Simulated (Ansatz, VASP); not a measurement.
## Two plane-wave programs on CdS

```
Cd S
1.0
     4.15469    0.00000    0.00000
    -2.07735    3.59807    0.00000
     0.00000    0.00000    6.76141
Cd S
2 2
Direct
  0.33333 0.66667 0.00025
  0.66667 0.33333 0.50025
  0.33333 0.66667 0.37675
  0.66667 0.33333 0.87675
```

Alike in both runs: task single point; functional PBE; k mesh 6 × 6 × 4; no spin polarisation.

|  | VASP | Ansatz |
| --- | --- | --- |
| version | VASP 6.6.1 | Ansatz 0.2.0 |
| potentials or method | VASP PAW PBE potentials, release 64 (Cd, S), cutoff 500 eV | scalar-relativistic, plane waves, PAW |
| occupations | gaussian, width 0.01 eV | fixed |
| valence electrons in the cell | 36 | 52 |

```tsv
	VASP	Ansatz	Ansatz less VASP
gap on the k mesh at the Fermi level (eV)	1.18	1.18	-0.003
least direct gap on the mesh (eV)	1.18	1.18	-0.003
```

VASP's potentials hold 36 valence electrons a cell and Ansatz's 52, so a difference there can come from the potentials and not from the codes.
